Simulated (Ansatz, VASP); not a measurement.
BaTe: VASP beside Ansatz

Contents of INCAR:

```
PREC = Accurate
ENCUT = 600
EDIFF = 1E-7
ISMEAR = 0
SIGMA = 0.02
LREAL = False
LASPH = True
NELM = 100
ALGO = Normal
ISIF = 3
LWAVE = False
LCHARG = False
GGA = PE
IBRION = 2
NSW = 100
EDIFFG = -0.01
```

Contents of KPOINTS:

```
Automatic mesh
0
Gamma
  8 8 8
```

Contents of POSCAR:

```
BaTe
1.0
    0.0000000000      3.5333383813      3.5333383813
    3.5333383813      0.0000000000      3.5333383813
    3.5333383813      3.5333383813      0.0000000000
Ba Te
1 1
Direct
    0.5000000000      0.5000000000      0.5000000000
    0.0000000000      0.0000000000      0.0000000000
```

Input for Ansatz:

```yaml
crystal:
  lattice:
    - [0.0, 3.5333383813, 3.5333383813]
    - [3.5333383813, 0.0, 3.5333383813]
    - [3.5333383813, 3.5333383813, 0.0]
  atoms:
    - { symbol: Ba, position: [0.5, 0.5, 0.5] }
    - { symbol: Te, position: [0.0, 0.0, 0.0] }
basis:
  ecutwfc: 420
kpoints:
  mp_grid: { grid: [8, 8, 8] }
hamiltonian:
  xc: pbe
scf:
  occupations: { method: gaussian, width: 0.02 }
output:
  forces: true
  stress: true
  eigenvalues: true
relax:
  adjacent_minimum: "off"
  f_tol: 0.01
  max_steps: 80
  cell: { stress_tol: 0.05 }
```

Alike in both runs: task relaxation of cell and atoms; functional PBE; k mesh 8 × 8 × 8; occupations gaussian, width 0.02 eV; no spin polarisation.

```csv
,VASP,Ansatz
version,VASP 6.6.1,Ansatz 0.2.0
potentials or method,"VASP PAW PBE potentials, release 64 (Ba_sv, Te), cutoff 600 eV","scalar-relativistic, plane waves, PAW"
valence electrons in the cell,16,26
```

```csv
,VASP,Ansatz,Ansatz less VASP
"gap on the k mesh at the Fermi level, each at its own relaxed structure (eV)",1.60,1.66,+0.058
relaxed volume (Å³/atom),44.53,44.11,-0.417
relaxed cell length with the largest relative difference (Å),5.013,4.997,-0.0157
```

VASP's potentials hold 16 valence electrons a cell and Ansatz's 26, so a difference there can come from the potentials and not from the codes.

Neither program's run includes spin-orbit coupling.
